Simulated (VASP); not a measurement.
# Hf (P6_3/mmc) in VASP: settings compared, part 2 of 2

VASP 6.6.1. The steps go on from the part before.

### Step 3. Single point, PBE+D4

This run uses another cell than the first one, of 22.26 Å³/atom.

File INCAR:

```
SYSTEM = Hf
  ALGO = Normal
  EDIFF = 1E-6
  ENCUT = 500
  GGA = PE
  GGA_COMPAT = .False.
  ISIF = 2
  ISMEAR = -1
  IVDW = 13
  LASPH = .True.
  LCHARG = .False.
  LREAL = .False.
  LWAVE = .False.
  NBANDS = 17
  NELM = 120
  PREC = Accurate
  SIGMA = 0.15
```

File KPOINTS:

```
k-points
0
Gamma
  13 13 7
  0 0 0
```

File POSCAR:

```
Hf
1.0
    3.1880579294      0.0000000000      0.0000000000
   -1.5940289647      2.7609391556      0.0000000000
    0.0000000000      0.0000000000      5.0579179870
Hf
2
Direct
    0.3333333333      0.6666666667      0.2500000000
    0.6666666667      0.3333333333      0.7500000000
```

Potentials or basis: VASP PAW PBE potentials, release 64 (Hf_pv).

The run is started by

```console
cat potpaw_PBE.64/Hf_pv/POTCAR > POTCAR
mpirun -np 1 vasp_std > vasp.out
```

OUTCAR:

```text
SYSTEM = Hf
   EDIFF = 1E-6
   ENCUT = 500
   GGA = PE
   ISIF = 2
   ISMEAR = -1
   IVDW = 13
   LASPH = .True.
   LREAL = .False.
   NELM = 120
   PREC = Accurate

 ion  position               nearest neighbor table
   1  0.333  0.667  0.250-   2 3.13   2 3.13   2 3.13   2 3.13   2 3.13   2 3.13
   2  0.667  0.333  0.750-   1 3.13   1 3.13   1 3.13   1 3.13   1 3.13   1 3.13

  LATTYP: Found a hexagonal cell.
 ALAT       =     3.1880579294
 C/A-ratio  =     1.5865201006

  Lattice vectors:

 A1 = (   3.1880579294,   0.0000000000,   0.0000000000)
 A2 = (  -1.5940289647,   2.7609391556,   0.0000000000)
 A3 = (   0.0000000000,   0.0000000000,   5.0579179870)

Analysis of symmetry for initial positions (statically):
=====================================================================
 Subroutine PRICEL returns:
 Original cell was already a primitive cell.

 Routine SETGRP: Setting up the symmetry group for a
 hexagonal supercell.

 Subroutine GETGRP returns: Found 24 space group operations
 (whereof 12 operations were pure point group operations)
 out of a pool of 24 trial point group operations.

The static configuration has the point symmetry D_3d.
 The point group associated with its full space group is D_6h.

Analysis of symmetry for dynamics (positions and initial velocities):
=====================================================================
 Subroutine PRICEL returns:
 Original cell was already a primitive cell.

 Routine SETGRP: Setting up the symmetry group for a
 hexagonal supercell.

 Subroutine GETGRP returns: Found 24 space group operations
 (whereof 12 operations were pure point group operations)
 out of a pool of 24 trial point group operations.

The dynamic configuration has the point symmetry D_3d.
 The point group associated with its full space group is D_6h.

 Subroutine INISYM returns: Found 24 space group operations
 (whereof 12 operations are pure point group operations),
 and found     1 'primitive' translations

----------------------------------------------------------------------------------------

                                     Primitive cell

  volume of cell :      44.5200

  direct lattice vectors                    reciprocal lattice vectors
     3.188057929  0.000000000  0.000000000     0.313670586  0.181097797  0.000000000
    -1.594028965  2.760939156  0.000000000     0.000000000  0.362195595  0.000000000
     0.000000000  0.000000000  5.057917987     0.000000000  0.000000000  0.197709809

  length of vectors
     3.188057929  3.188057929  5.057917987     0.362195595  0.362195595  0.197709809

  position of ions in fractional coordinates (direct lattice)
     0.333333333  0.666666667  0.250000000
     0.666666667  0.333333333  0.750000000

  ion indices of the primitive-cell ions
   primitive index   ion index
                 1           1
                 2           2

----------------------------------------------------------------------------------------

 KPOINTS: k-points

Automatic generation of k-mesh.
 Grid dimensions read from file:
 generate k-points for:   13   13    7

 Generating k-lattice:

  Cartesian coordinates                     Fractional coordinates (reciprocal lattice)
     0.024128507  0.013930600  0.000000000     0.076923077  0.000000000  0.000000000
     0.000000000  0.027861200  0.000000000     0.000000000  0.076923077  0.000000000
     0.000000000  0.000000000  0.028244258     0.000000000  0.000000000  0.142857143

  Length of vectors
     0.027861200  0.027861200  0.028244258

  Shift w.r.t. Gamma in fractional coordinates (k-lattice)
     0.000000000  0.000000000  0.000000000

 Subroutine IBZKPT returns following result:
 ===========================================

 Found     84 irreducible k-points:

 Following reciprocal coordinates:
            Coordinates               Weight
  0.000000  0.000000  0.000000      1.000000
  0.076923  0.000000  0.000000      6.000000
  0.153846  0.000000  0.000000      6.000000
  0.230769  0.000000  0.000000      6.000000
  0.307692  0.000000  0.000000      6.000000
  0.384615  0.000000  0.000000      6.000000
[... 16 lines left out ...]
  0.076923  0.000000  0.142857     12.000000
  0.153846  0.000000  0.142857     12.000000
 [... further k-points ...]
   k-points           NKPTS =     84   k-points in BZ     NKDIM =     84   number of bands    NBANDS=     17
   number of dos      NEDOS =    301   number of ions     NIONS =      2
   total plane-waves  NPLWV =  23040
   dimension x,y,z NGX =    24 NGY =   24 NGZ =   40
   dimension x,y,z NGXF=    48 NGYF=   48 NGZF=   80
   ions per type =               2
   NGX,Y,Z   is equivalent  to a cutoff of  12.52, 12.52, 13.15 a.u.
   NGXF,Y,Z  is equivalent  to a cutoff of  25.03, 25.03, 26.29 a.u.
 SYSTEM =  Hf
   PREC   = accura    normal or accurate (medium, high low for compatibility)
   ISTART =      0    job   : 0-new  1-cont  2-samecut
   ICHARG =      2    charge: 1-file 2-atom 10-const
   ISPIN  =      1    spin polarized calculation?
   LNONCOLLINEAR =      F non collinear calculations
   LSORBIT =      F    spin-orbit coupling
   LASPH  =      T    aspherical Exc in radial PAW
   ENCUT  =  500.0 eV  36.75 Ry    6.06 a.u.   5.81  5.81  9.22*2*pi/ulx,y,z
   NELM   =    120;   NELMIN=  2; NELMDL= -5     # of ELM steps
   EDIFF  = 0.1E-05   stopping-criterion for ELM
   LREAL  =      F    real-space projection
[... 7 lines left out ...]
   TEBEG  =    0.0;   TEEND  =   0.0 temperature during run
   PSTRESS=    0.0 pullay stress
   NELECT =      20.0000    total number of electrons
   NUPDOWN=      -1.0000    fix difference up-down
   EMIN   =  10.00;   EMAX   =-10.00  energy-range for DOS
   EFERMI =   0.00;   METHOD = LEGACY
   ISMEAR =    -1;   SIGMA  =   0.15  broadening in eV -4-tet -1-fermi 0-gaus
   EFERMI_NEDOS =   21; number of points for ismear=-14 and -15
   IALGO  =     38    algorithm
   IMIX   =      4    mixing-type and parameters
     AMIX     =   0.40;   BMIX     =  1.00
     AMIX_MAG =   1.60;   BMIX_MAG =  1.00
  volume/ion in A,a.u.               =      22.26       150.22
  Fermi-wavevector in a.u.,A,eV,Ry     =   1.253814  2.369365 21.389043  1.572050
  Thomas-Fermi vector in A             =   2.387649
   LORBIT       =      0    0 simple, 1 ext, 2 COOP (PROOUT), +10 PAW based schemes
   GGA     = PE    functional components
   LHFCALC =     F    Hartree Fock is set to
   AEXX    =    0.0000 exact exchange contribution
   IVDW    =    13    specifies the selected vdW correction
   LEPSILON=     F    determine dielectric tensor
   LRPA    =     F    only Hartree local field effects (RPA)
 non-spin polarized calculation
  energy-cutoff  :      500.00
  volume of cell :       44.52
 maximum number of plane-waves:      1152
 NGX is ok and might be reduce to    24
   NGX = 11   NGY = 11   NGZ = 19

 number of electron      20.0000003 magnetization

 Free energy of the ion-electron system (eV)
  ---------------------------------------------------
  ext. energy  EPLUGINS =         0.00000000
  ---------------------------------------------------
  free energy    TOTEN  =       -19.91163075 eV

  energy without entropy =      -19.77338209  energy(sigma->0) =      -19.84250642

 E-fermi :   4.9126     XC(G=0): -11.3056

 val. band max:        4.9111175751   @ k =   0.1538   0.0000   0.4286
 cond. band min:       4.9264450044   @ k =   0.2308   0.2308   0.4286
 fundamental gap:      0.0153274293
 Fermi energy:         4.9126380751

 k-point     1 :       0.0000    0.0000    0.0000
  band No.  band energies     occupation
      1     -26.1017      2.00000
      2     -25.3549      2.00000
      3     -25.3549      2.00000
      4     -25.2269      2.00000
      5     -25.2269      2.00000
      6     -25.2247      2.00000
[... 9 lines left out ...]
     16       7.6297      0.00000
     17      10.3249      0.00000

 k-point     2 :       0.0769    0.0000    0.0000
  band No.  band energies     occupation
      1     -26.0861      2.00000
      2     -25.3884      2.00000
      3     -25.3661      2.00000
      4     -25.2624      2.00000
      5     -25.2317      2.00000
      6     -25.2314      2.00000
[... 9 lines left out ...]
     16       7.4574      0.00000
     17      10.4643      0.00000
[... 421 lines left out ...]
 k-point    24 :       0.1538    0.0000    0.1429
  band No.  band energies     occupation
      1     -26.0092      2.00000
      2     -25.4713      2.00000
      3     -25.3928      2.00000
      4     -25.3889      2.00000
      5     -25.2648      2.00000
      6     -25.2524      2.00000
[... 9 lines left out ...]
     16       7.7784      0.00000
     17      10.7468      0.00000

 [... further k-points ...]

------------------------ aborting loop because EDIFF is reached ----------------------------------------

  DFT-D4 for vdW energy calculation

  Edisp (eV):   -0.42060

  FORCE on cell =-STRESS in cart. coord.  units (eV):
  Direction    XX          YY          ZZ          XY          YZ          ZX
  --------------------------------------------------------------------------------------
  -------------------------------------------------------------------------------------
  Total      -0.11688    -0.11688    -0.13089     0.00000     0.00000     0.00000
  in kB      -4.20610    -4.20610    -4.71047     0.00000     0.00000     0.00000
  external pressure =       -4.37 kB  Pullay stress =        0.00 kB

 VOLUME and BASIS-vectors are now :
 -----------------------------------------------------------------------------
  energy-cutoff  :      500.00
  volume of cell :       44.52
      direct lattice vectors                 reciprocal lattice vectors
     3.188057929  0.000000000  0.000000000     0.313670586  0.181097797  0.000000000
    -1.594028965  2.760939156  0.000000000     0.000000000  0.362195595  0.000000000
     0.000000000  0.000000000  5.057917987     0.000000000  0.000000000  0.197709809

 POSITION                                       TOTAL-FORCE (eV/Angst)
 -----------------------------------------------------------------------------------
     -0.00000      1.84063      1.26448         0.000000     -0.000000      0.000000
      1.59403      0.92031      3.79344        -0.000000      0.000000      0.000000
 -----------------------------------------------------------------------------------
    total drift:                               -0.000000      0.000000     -0.000000

  FREE ENERGIE OF THE ION-ELECTRON SYSTEM (eV)
  ---------------------------------------------------
  free  energy   TOTEN  =       -20.3322336182 eV

  energy  without entropy=      -20.1939849624  energy(sigma->0) =      -20.26310929
```

It took 22 s on 1 thread of Intel Xeon 6975P-C (Granite Rapids), shared host; peak memory 0.19 GiB.

Results:

- Free energy: -20.3322 eV
- Pressure: -0.4 GPa
- Band gap on the k mesh: zero (bands 10 and 11 overlap by 1.58 eV)
- Dispersion energy per atom: -0.210 eV

Caveat: spin-orbit coupling is left out, which moves the levels of the heavy elements.

### Step 4. Single point, RPBE

This run uses another cell than the first one, of 23.19 Å³/atom.

File INCAR:

```
ALGO = Normal ; EDIFF = 1E-6
ENCUT = 500 ; GGA = RP
GGA_COMPAT = F ; ISIF = 2
ISMEAR = -1 ; LASPH = T
LCHARG = F ; LREAL = F
LWAVE = F ; NBANDS = 17
NELM = 120 ; PREC = Accurate
SIGMA = 0.15
```

File KPOINTS:

```
k-points
0
Gamma
  13 13 7
```

File POSCAR:

```
Hf
1.0
    3.2325161997      0.0000000000      0.0000000000
   -1.6162580998      2.7994411471      0.0000000000
    0.0000000000      0.0000000000      5.1252293046
Hf
2
Direct
    0.3333333333      0.6666666667      0.2500000000
    0.6666666667      0.3333333333      0.7500000000
```

The run is started by

```console
cat potpaw_PBE.64/Hf_pv/POTCAR > POTCAR
mpirun -np 1 vasp_std > vasp.out
```

Wall time 23 s (1 thread of Intel Xeon 6975P-C (Granite Rapids), shared host); peak memory 0.19 GiB.

Results (log left out):

* Free energy: -19.0765 eV
* Pressure: -0.5 GPa
* Band gap on the k mesh: zero (bands 10 and 11 overlap by 1.61 eV)

Stress tensor (GPa, compression positive):
```
-0.47  0.00  0.00
 0.00 -0.47  0.00
 0.00  0.00 -0.55
```

Levels at points of the mesh, in eV from the Fermi level:
```csv
k point,band 6,band 7,band 8,band 9,band 10,band 11,band 12,band 13,band 14,band 15
"(0.00, 0.00, 0.00)",-30.34,-7.22,-3.57,0.50,1.23,1.23,1.47,2.01,2.01,2.65
```

Caveat: the PAW data sets were made with another functional, which shifts forces and pressure a little; spin-orbit coupling is left out, which moves the levels of the heavy elements.

### Step 5. Summary

```csv
level,cell,gap on the mesh (eV),pressure (GPa)
PBE+D3(BJ),"a = 3.169, b = 3.169, c = 5.032 Å, angles 90.0, 90.0, 120.0°, 2 atoms",none,-0.4
PBE+D4,"a = 3.188, b = 3.188, c = 5.058 Å, angles 90.0, 90.0, 120.0°, 2 atoms",none,-0.4
RPBE,"a = 3.233, b = 3.233, c = 5.125 Å, angles 90.0, 90.0, 120.0°, 2 atoms",none,-0.5
```

Alike in all rows: task single point; potentials or basis VASP PAW PBE potentials, release 64 (Hf_pv); no spin polarisation; k mesh 13 × 13 × 7; cutoff (eV) 500; smearing fermi-dirac 0.15 eV.

Caveats: spin-orbit coupling is left out, which moves the levels of the heavy elements; the PAW data sets were made with another functional, which shifts forces and pressure a little (at least some runs).

Absolute energies hang on the potentials; compare differences alone.
